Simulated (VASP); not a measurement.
Write the native input for VASP 6.6.1 that does the following.

```yaml
Task: single point
Functional: PBE
Potentials_or_basis: VASP PAW PBE potentials, release 64 (C)
Cutoff: 520 eV
k_mesh: 20 × 20 × 20
Occupations: fermi-dirac, width 0.08 eV
Spin: no spin polarisation
Dipole_correction: no
Further_INCAR_settings: ALGO = Normal; EDIFF = 1e-06; NBANDS = 8
```

The structure of C lies in POSCAR:

```
C
1.0
    1.7721173342      0.0000000000      0.0000000000
    0.0000000000      1.7721173342      0.0000000000
    0.0000000000      0.0000000000      1.7721173342
C
1
Direct
    0.0000000000      0.0000000000      0.0000000000
```

One way to write it, as run:

INCAR

```
SYSTEM = C
PREC = Accurate
ENCUT = 520
EDIFF = 1E-6
ISMEAR = -1
SIGMA = 0.08
LREAL = .False.
LASPH = .True.
NELM = 80
ALGO = Normal
ISIF = 2
LWAVE = .False.
LCHARG = .False.
GGA = PE
NBANDS = 8
```

KPOINTS

```
Automatic mesh
0
Gamma
  20 20 20
  0 0 0
```

Potentials or basis: VASP PAW PBE potentials, release 64 (C).

Run with:

```console
$ cat potpaw_PBE.64/C/POTCAR > POTCAR
$ mpirun -np 1 vasp_std > vasp.out
```

Results of the run:

```
Pressure               : 2.4 GPa
Band gap on the k mesh : zero (band 2 reaches 20.24 eV, above the bottom of band 3 at 8.12 eV)
```

It took 4.9 s on 1 thread of Intel Xeon 8259CL, with other jobs on the host, peak memory 0.11 GiB.
